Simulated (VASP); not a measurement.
A run of VASP 6.6.1 is set up as follows.

INCAR

```
PREC = Accurate ; ENCUT = 500
EDIFF = 1E-6 ; ISMEAR = 0
SIGMA = 0.1 ; LREAL = F
LASPH = T ; NELM = 120
ALGO = Normal ; ISIF = 2
LWAVE = F ; LCHARG = F
GGA = CA ; NBANDS = 14
GGA_COMPAT = F
```

KPOINTS

```
regular mesh
0
Gamma
  6 6 6
```

File POSCAR:

```
HfB
1.0
    0.0000000000      2.3100000000      2.3100000000
    2.3100000000      0.0000000000      2.3100000000
    2.3100000000      2.3100000000      0.0000000000
Hf B
1 1
Direct
    0.5000000000      0.5000000000      0.5000000000
    0.0000000000      0.0000000000      0.0000000000
```

Potentials or basis: VASP PAW LDA potentials, release 64 (Hf_pv, B).

Run with:

```bash
$ cat potpaw_LDA.64/Hf_pv/POTCAR potpaw_LDA.64/B/POTCAR > POTCAR
$ mpirun -np 1 vasp_std > vasp.out
```

**Question.** Estimate the pressure.

**Answer.** 20.0 GPa.

Caveat: the k points lie up to 0.39 Å⁻¹ apart.
